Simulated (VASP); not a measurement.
Runs of VASP 6.6.1 on Si. The structure is that of space group Pm-3m (No. 221), or close to it. The cells are those of the table. 

```csv
task,cell,k mesh,cutoff (eV),gap on the mesh (eV),pressure (GPa),relaxed volume (Å³/atom)
relaxation of cell and atoms,"relaxed from a = 2.530 Å, 1 atom",22 × 22 × 22,600,none,0.0,16.23
single point,"a = 2.764 Å, 1 atom",6 × 6 × 6,500,none,-15.1,-
single point,"a = 2.530 Å, 1 atom",6 × 6 × 6,520,none,(a),-
single point,"a = 2.532 Å, 1 atom",22 × 22 × 22,520,none,0.0,-
relaxation of cell and atoms,"relaxed from a = 2.764 Å, 1 atom",6 × 6 × 6,600,none,0.1,16.16
```

Alike in all rows: level PBE; potentials or basis VASP PAW PBE potentials, release 64 (Si); no spin polarisation; smearing gaussian 0.1 eV.

**Question.** Fill in the values left out.

**Answer.** (a) -0.1.

Caveats: some runs use coarse meshes; the volume moved by over 15 % at a fixed basis, so the end points are rough (some runs).

A gap of «none» marks levels without a gap at the run's occupations.
